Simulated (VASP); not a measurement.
Cd2Se3: single point with PBE

The system is Cd2Se3.

```
CELL_PARAMETERS angstrom
4.42556 0.00000 0.00000
-2.21278 3.83265 0.00000
0.00000 0.00000 8.68688
ATOMIC_POSITIONS crystal
Cd 0.00000 0.00000 0.00000
Cd 0.33333 0.66667 0.50000
Se 0.66667 0.33333 0.14750
Se 0.66667 0.33333 0.85250
Se 0.00000 0.00000 0.50000
```

The cell was generated, and may not be a known phase.

```json
{
  "Program": "VASP 6.6.1",
  "Task": "single point",
  "Functional": "PBE",
  "Potentials or basis": "VASP PAW PBE potentials, release 64 (Cd, Se)",
  "Cutoff": "520 eV",
  "k mesh": "4 × 4 × 3",
  "Occupations": "gaussian, width 0.2 eV",
  "Spin": "no spin polarisation"
}
```

* Pressure: 0.5 GPa
* Largest force: 0.066 eV/Å
* Band gap on the k mesh: zero (filled and empty bands touch)

Forces on the atoms (eV/Å):
```
Cd   0.000  0.000  0.000
Cd   0.000  0.000  0.000
Se   0.000  0.000  0.066
Se   0.000  0.000 -0.066
Se   0.000  0.000  0.000
```

Stress tensor (GPa, compression positive):
```
0.40 0.00 0.00
0.00 0.40 0.00
0.00 0.00 0.73
```

Levels at points of the mesh, in eV from the Fermi level:
| k point | band 18 | band 19 | band 20 | band 21 | band 22 | band 23 | band 24 | band 25 |
| --- | --- | --- | --- | --- | --- | --- | --- | --- |
| (0.00, 0.00, 0.00) | -0.85 | -0.85 | -0.23 | -0.15 | -0.15 | 0.76 | 1.62 | 4.43 |
| (0.50, 0.00, 0.00) | -2.34 | -2.00 | -0.55 | -0.31 | 1.22 | 1.74 | 2.64 | 3.88 |

Wall time 47 s on 1 thread of Intel(R) Xeon(R) Platinum 8488C (Sapphire Rapids) (shared host), peak memory 0.28 GiB.

Caveat: the k points lie up to 0.41 Å⁻¹ apart; semilocal functionals underestimate gaps, and a narrow one can read as zero.
